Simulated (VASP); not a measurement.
# HfB2 (P6/mmm) in VASP: a series of runs

HfB2 is run at these levels: PBE, RPBE, revPBE; tasks: single point.

Program: VASP 6.6.1. These are calculated values, not measurements. Logs are shortened: lines on timing, memory, paths and dates and some standing lists are left out, and cuts for length are marked.

**1. The cell of the first run**

It takes space group P6/mmm (No. 191, hexagonal). The conventional cell has a = 3.140 Å, b = 3.140 Å, c = 3.480 Å, α = 90.00°, β = 90.00°, γ = 120.00°. Within 3.3 Å of Hf (site symmetry 6/mmm) lie 12 B at 2.51 Å and 6 Hf at 3.14 Å. Within 2.4 Å of B (site symmetry -6m2) lie 3 B at 1.81 Å.

**2. Single point, PBE**

The input, INCAR:

```
PREC = Accurate ; ENCUT = 520
EDIFF = 1E-6 ; ISMEAR = 1
SIGMA = 0.1 ; LREAL = F
LASPH = T ; NELM = 60
ALGO = Normal ; ISIF = 2
LWAVE = F ; LCHARG = F
GGA = PE ; NBANDS = 15
```

The input, KPOINTS:

```
regular mesh
0
Gamma
  10 10 8
```

The input, POSCAR:

```
HfB2
1.0
    3.1400000000      0.0000000000      0.0000000000
   -1.5700000000      2.7193200000      0.0000000000
    0.0000000000      0.0000000000      3.4800000000
Hf B
1 2
Direct
    0.0000000000      0.0000000000      0.0000000000
    0.3333333333      0.6666666667      0.5000000000
    0.6666666667      0.3333333333      0.5000000000
```

Potentials or basis: VASP PAW PBE potentials, release 64 (Hf_pv, B).

The run is started by

```console
$ cat potpaw_PBE.64/Hf_pv/POTCAR potpaw_PBE.64/B/POTCAR > POTCAR
$ mpirun -np 1 vasp_std > vasp.out
```

OUTCAR:

```text
PREC = Accurate
   ENCUT = 520
   EDIFF = 1E-6
   ISMEAR = 1
   LREAL = F
   LASPH = T
   NELM = 60
   ISIF = 2
   GGA = PE

 ion  position               nearest neighbor table
   1  0.000  0.000  0.000-   2 2.51   3 2.51   2 2.51   3 2.51   3 2.51   3 2.51   2 2.51   2 2.51
                             3 2.51   3 2.51   2 2.51   2 2.51
   2  0.333  0.667  0.500-   3 1.81   3 1.81   3 1.81   1 2.51   1 2.51   1 2.51   1 2.51   1 2.51
                             1 2.51
   3  0.667  0.333  0.500-   2 1.81   2 1.81   2 1.81   1 2.51   1 2.51   1 2.51   1 2.51   1 2.51
                             1 2.51

  LATTYP: Found a hexagonal cell.
 ALAT       =     3.1400000000
 C/A-ratio  =     1.1082802548

  Lattice vectors:

 A1 = (   3.1400000000,   0.0000000000,   0.0000000000)
 A2 = (  -1.5700000000,   2.7193200000,   0.0000000000)
 A3 = (   0.0000000000,   0.0000000000,   3.4800000000)

Analysis of symmetry for initial positions (statically):
=====================================================================
 Subroutine PRICEL returns:
 Original cell was already a primitive cell.

 Routine SETGRP: Setting up the symmetry group for a
 hexagonal supercell.

 Subroutine GETGRP returns: Found 24 space group operations
 (whereof 24 operations were pure point group operations)
 out of a pool of 24 trial point group operations.

The static configuration has the point symmetry D_6h.

Analysis of symmetry for dynamics (positions and initial velocities):
=====================================================================
 Subroutine PRICEL returns:
 Original cell was already a primitive cell.

 Routine SETGRP: Setting up the symmetry group for a
 hexagonal supercell.

 Subroutine GETGRP returns: Found 24 space group operations
 (whereof 24 operations were pure point group operations)
 out of a pool of 24 trial point group operations.

The dynamic configuration has the point symmetry D_6h.

 Subroutine INISYM returns: Found 24 space group operations
 (whereof 24 operations are pure point group operations),
 and found     1 'primitive' translations

----------------------------------------------------------------------------------------

                                     Primitive cell

  volume of cell :      29.7146

  direct lattice vectors                    reciprocal lattice vectors
     3.140000000  0.000000000  0.000000000     0.318471338  0.183869497  0.000000000
    -1.570000000  2.719320000  0.000000000     0.000000000  0.367738994  0.000000000
     0.000000000  0.000000000  3.480000000     0.000000000  0.000000000  0.287356322

  length of vectors
     3.140000000  3.140000201  3.480000000     0.367739017  0.367738994  0.287356322

  position of ions in fractional coordinates (direct lattice)
     0.000000000  0.000000000  0.000000000
     0.333333333  0.666666667  0.500000000
     0.666666667  0.333333333  0.500000000

  ion indices of the primitive-cell ions
   primitive index   ion index
                 1           1
                 2           2
                 3           3

----------------------------------------------------------------------------------------

 KPOINTS: regular mesh

Automatic generation of k-mesh.
 Grid dimensions read from file:
 generate k-points for:   10   10    8

 Generating k-lattice:

  Cartesian coordinates                     Fractional coordinates (reciprocal lattice)
     0.031847134  0.018386950  0.000000000     0.100000000  0.000000000  0.000000000
     0.000000000  0.036773899  0.000000000     0.000000000  0.100000000  0.000000000
     0.000000000  0.000000000  0.035919540     0.000000000  0.000000000  0.125000000

  Length of vectors
     0.036773902  0.036773899  0.035919540

  Shift w.r.t. Gamma in fractional coordinates (k-lattice)
     0.000000000  0.000000000  0.000000000

 Subroutine IBZKPT returns following result:
 ===========================================

 Found     70 irreducible k-points:

 Following reciprocal coordinates:
            Coordinates               Weight
  0.000000  0.000000  0.000000      1.000000
  0.100000  0.000000  0.000000      6.000000
  0.200000  0.000000  0.000000      6.000000
  0.300000  0.000000  0.000000      6.000000
  0.400000  0.000000  0.000000      6.000000
  0.500000  0.000000  0.000000      3.000000
[... 16 lines left out ...]
  0.300000  0.100000  0.125000     24.000000
  0.400000  0.100000  0.125000     24.000000
 [... further k-points ...]
   k-points           NKPTS =     70   k-points in BZ     NKDIM =     70   number of bands    NBANDS=     15
   number of dos      NEDOS =    301   number of ions     NIONS =      3
   total plane-waves  NPLWV =  16128
   dimension x,y,z NGX =    24 NGY =   24 NGZ =   28
   dimension x,y,z NGXF=    48 NGYF=   48 NGZF=   56
   ions per type =               1   2
   NGX,Y,Z   is equivalent  to a cutoff of  12.71, 12.71, 13.38 a.u.
   NGXF,Y,Z  is equivalent  to a cutoff of  25.41, 25.41, 26.75 a.u.
 SYSTEM =  unknown system
   PREC   = accura    normal or accurate (medium, high low for compatibility)
   ISTART =      0    job   : 0-new  1-cont  2-samecut
   ICHARG =      2    charge: 1-file 2-atom 10-const
   ISPIN  =      1    spin polarized calculation?
   LNONCOLLINEAR =      F non collinear calculations
   LSORBIT =      F    spin-orbit coupling
   LASPH  =      T    aspherical Exc in radial PAW
   ENCUT  =  520.0 eV  38.22 Ry    6.18 a.u.   5.84  5.84  6.47*2*pi/ulx,y,z
   NELM   =     60;   NELMIN=  2; NELMDL= -5     # of ELM steps
   EDIFF  = 0.1E-05   stopping-criterion for ELM
   LREAL  =      F    real-space projection
   EDIFFG = 0.1E-04   stopping-criterion for IOM
   NSW    =      0    number of steps for IOM
   IBRION =     -1    ionic relax: 0-MD 1-quasi-New 2-CG
   NFREE  =      0    steps in history (QN), initial steepest desc. (CG)
   ISIF   =      2    stress and relaxation
   ISYM   =      2    0-nonsym 1-usesym 2-fastsym
   POTIM  = 0.5000    time-step for ionic-motion
   TEBEG  =    0.0;   TEEND  =   0.0 temperature during run
   PSTRESS=    0.0 pullay stress
   NELECT =      16.0000    total number of electrons
   NUPDOWN=      -1.0000    fix difference up-down
   EMIN   =  10.00;   EMAX   =-10.00  energy-range for DOS
   EFERMI =   0.00;   METHOD = LEGACY
   ISMEAR =     1;   SIGMA  =   0.10  broadening in eV -4-tet -1-fermi 0-gaus
   EFERMI_NEDOS =   21; number of points for ismear=-14 and -15
   IALGO  =     38    algorithm
   IMIX   =      4    mixing-type and parameters
     AMIX     =   0.40;   BMIX     =  1.00
     AMIX_MAG =   1.60;   BMIX_MAG =  1.00
  volume/ion in A,a.u.               =       9.90        66.84
  Fermi-wavevector in a.u.,A,eV,Ry     =   1.331860  2.516850 24.134692  1.773850
  Thomas-Fermi vector in A             =   2.460838
   LORBIT       =      0    0 simple, 1 ext, 2 COOP (PROOUT), +10 PAW based schemes
   GGA     = PE    functional components
   LHFCALC =     F    Hartree Fock is set to
   AEXX    =    0.0000 exact exchange contribution
   IVDW    =     0    specifies the selected vdW correction
   LEPSILON=     F    determine dielectric tensor
   LRPA    =     F    only Hartree local field effects (RPA)
 non-spin polarized calculation
 Methfessel and Paxton  Order N= 1 SIGMA  =   0.10
  energy-cutoff  :      520.00
  volume of cell :       29.71
 maximum number of plane-waves:       816
 NGX is ok and might be reduce to    24
   NGX = 11   NGY = 11   NGZ = 13

 number of electron      15.9999998 magnetization

 Free energy of the ion-electron system (eV)
  ---------------------------------------------------
  ext. energy  EPLUGINS =         0.00000000
  ---------------------------------------------------
  free energy    TOTEN  =       -26.39780273 eV

  energy without entropy =      -26.39727389  energy(sigma->0) =      -26.39762645

 E-fermi :   7.5290     XC(G=0): -12.5969

 val. band max:        7.5037957883   @ k =   0.2000   0.2000   0.1250
 cond. band min:       7.8043036956   @ k =   0.1000   0.1000   0.2500
 fundamental gap:      0.3005079072
 Fermi energy:         7.5289532245

 k-point     1 :       0.0000    0.0000    0.0000
  band No.  band energies     occupation
      1     -22.9619      2.00000
      2     -22.4723      2.00000
      3     -22.4723      2.00000
      4      -6.0813      2.00000
      5       4.6655      2.00000
      6       4.7734      2.00000
      7       4.7734      2.00000
      8       4.8890      2.00000
      9      11.6964      0.00000
     10      11.6964      0.00000
     11      12.3287      0.00000
     12      12.3287      0.00000
     13      12.6626      0.00000
     14      12.6665      0.00000
     15      12.6665      0.00000

 k-point     2 :       0.1000    0.0000    0.0000
  band No.  band energies     occupation
      1     -22.9493      2.00000
      2     -22.5496      2.00000
      3     -22.4894      2.00000
      4      -5.8659      2.00000
      5       4.1765      2.00000
      6       4.7069      2.00000
      7       4.7590      2.00000
      8       4.8789      2.00000
      9      10.9675      0.00000
     10      11.5467      0.00000
     11      11.5473      0.00000
     12      11.9448      0.00000
     13      13.2994      0.00000
     14      13.6824      0.00000
     15      14.0788      0.00000

 k-point     3 :       0.2000    0.0000    0.0000
  band No.  band energies     occupation
      1     -22.9163      2.00000
      2     -22.7469      2.00000
      3     -22.5340      2.00000
      4      -5.2525      2.00000
      5       2.8480      2.00000
      6       4.3026      2.00000
      7       4.6712      2.00000
      8       5.3113      2.00000
      9       9.8487      0.00000
     10      11.1878      0.00000
     11      11.3909      0.00000
     12      11.8550      0.00000
     13      13.6829      0.00000
     14      14.7750      0.00000
     15      15.5090      0.00000
[... 343 lines left out ...]
 k-point    23 :       0.3000    0.1000    0.1250
  band No.  band energies     occupation
      1     -23.0710      2.00000
      2     -22.8879      2.00000
      3     -22.6484      2.00000
      4      -3.4905      2.00000
      5       0.5406      2.00000
      6       3.2013      2.00000
      7       3.9017      2.00000
      8       5.8914      2.00000
      9       8.7386     -0.00000
     10      11.0007      0.00000
     11      11.9569      0.00000
     12      13.2424      0.00000
     13      15.0493      0.00000
     14      15.7536      0.00000
     15      18.5506      0.00000

 k-point    24 :       0.4000    0.1000    0.1250
  band No.  band energies     occupation
      1     -23.1868      2.00000
      2     -22.8637      2.00000
      3     -22.6869      2.00000
      4      -2.2876      2.00000
      5      -0.9207      2.00000
      6       3.0244      2.00000
      7       3.9062      2.00000
      8       5.4502      2.00000
      9       8.8209     -0.00000
     10      11.8019      0.00000
     11      11.8785      0.00000
     12      13.9458      0.00000
     13      15.1698      0.00000
     14      16.1058      0.00000
     15      18.4913      0.00000

 [... further k-points ...]
[... 5 lines left out ...]
  --------------------------------------------------------------------------------------
  -------------------------------------------------------------------------------------
  Total        0.1339744      0.1339744      0.2908184      0.0000000      0.0000000      0.0000000
  in kB        7.2237573      7.2237586     15.6806183      0.0000000      0.0000000      0.0000000
  external PRESSURE =      10.0427114 kB  Pullay stress =       0.0000000 kB

 VOLUME and BASIS-vectors are now :
 -----------------------------------------------------------------------------
  energy-cutoff  :      520.00
  volume of cell :       29.71
      direct lattice vectors                 reciprocal lattice vectors
     3.140000000  0.000000000  0.000000000     0.318471338  0.183869497  0.000000000
    -1.570000000  2.719320000  0.000000000     0.000000000  0.367738994  0.000000000
     0.000000000  0.000000000  3.480000000     0.000000000  0.000000000  0.287356322

 POSITION                                       TOTAL-FORCE (eV/Angst)
 -----------------------------------------------------------------------------------
      0.00000      0.00000      0.00000        -0.000000      0.000000      0.000000
     -0.00000      1.81288      1.74000         0.000000      0.000000      0.000000
      1.57000      0.90644      1.74000         0.000000     -0.000000      0.000000
 -----------------------------------------------------------------------------------
    total drift:                               -0.000000      0.000000      0.000000

  FREE ENERGIE OF THE ION-ELECTRON SYSTEM (eV)
  ---------------------------------------------------
  free  energy   TOTEN  =       -26.3978027269 eV

  energy  without entropy=      -26.3972738938  energy(sigma->0) =      -26.39762645
```

Wall time 24 s (1 thread of Intel Xeon 8259CL, shared host); peak memory 0.16 GiB.

What came out:

```
Free energy            : -26.3978 eV
Pressure               : 1.0 GPa
Band gap on the k mesh : zero (band 8 reaches 8.26 eV, above the bottom of band 9 at 7.43 eV)
```

Levels at points of the mesh, in eV from the Fermi level:
| k point | band 6 | band 7 | band 8 | band 9 | band 10 | band 11 |
| --- | --- | --- | --- | --- | --- | --- |
| (0.00, 0.00, 0.00) | -2.76 | -2.76 | -2.64 | 4.17 | 4.17 | 4.80 |
| (0.50, 0.00, 0.00) | -3.99 | -3.29 | -2.72 | 2.25 | 2.87 | 5.72 |
| (0.00, 0.00, 0.50) | -1.05 | -1.05 | 0.46 | 0.46 | 1.14 | 1.14 |
| (0.50, 0.00, 0.50) | -4.82 | -4.57 | -2.53 | 4.15 | 4.30 | 6.39 |

Caveat: spin-orbit coupling is left out, which moves the levels of the heavy elements.

**3. Single point, RPBE**

The input, INCAR:

```
SYSTEM = HfB2
ALGO     = Normal         ! electronic algorithm
EDIFF    = 1E-7           ! SCF threshold, eV
ENCUT    = 520            ! plane-wave cutoff, eV
GGA      = RP             ! functional
ISIF     = 2              ! what is computed and relaxed
ISMEAR   = 1              ! smearing method
LASPH    = .True.         ! aspherical terms in the spheres
LCHARG   = .True.         ! write CHGCAR
LELF     = .True.         ! ELF
LREAL    = .False.        ! projectors in reciprocal space
LVHAR    = .True.       
LWAVE    = .False.        ! write WAVECAR
NBANDS   = 15             ! bands
NELM     = 100            ! most SCF steps
PREC     = Accurate       ! precision mode
SIGMA    = 0.1            ! smearing width, eV
```

The input, KPOINTS:

```
k-points
0
Gamma
  10 10 8
  0 0 0
```

POSCAR is that of step 2.

Potentials or basis: VASP PAW PBE potentials, release 64 (Hf_pv, B).

The run is started by

```console
$ cat potpaw_PBE.64/Hf_pv/POTCAR potpaw_PBE.64/B/POTCAR > POTCAR
$ mpirun -np 1 vasp_std > vasp.out
```

It took 32 s on 1 thread of Intel Xeon 8259CL, shared host; peak memory 0.16 GiB.

Results (log left out):

```
Free energy            : -25.2762 eV
Pressure               : 5.1 GPa
Band gap on the k mesh : zero (band 8 reaches 8.37 eV, above the bottom of band 9 at 7.54 eV)
```

Stress tensor (GPa, compression positive):
```
4.91 0.00 0.00
0.00 4.91 0.00
0.00 0.00 5.50
```

Levels at points of the mesh, in eV from the Fermi level:
| k point | band 4 | band 5 | band 6 | band 7 | band 8 | band 9 | band 10 | band 11 | band 12 | band 13 |
| --- | --- | --- | --- | --- | --- | --- | --- | --- | --- | --- |
| (0.00, 0.00, 0.00) | -13.68 | -2.87 | -2.76 | -2.76 | -2.67 | 4.18 | 4.18 | 4.82 | 4.82 | 5.07 |
| (0.50, 0.00, 0.00) | -9.67 | -8.99 | -4.00 | -3.31 | -2.73 | 2.24 | 2.87 | 5.72 | 5.88 | 6.40 |
| (0.00, 0.00, 0.50) | -11.29 | -8.25 | -1.06 | -1.06 | 0.46 | 0.46 | 1.15 | 1.15 | 2.40 | 5.22 |
| (0.50, 0.00, 0.50) | -10.26 | -7.42 | -4.83 | -4.58 | -2.57 | 4.09 | 4.32 | 6.41 | 7.34 | 7.52 |

Caveat: the PAW data sets were made with another functional, which shifts forces and pressure a little; spin-orbit coupling is left out, which moves the levels of the heavy elements.

(Part 1 of 2 ends here.)
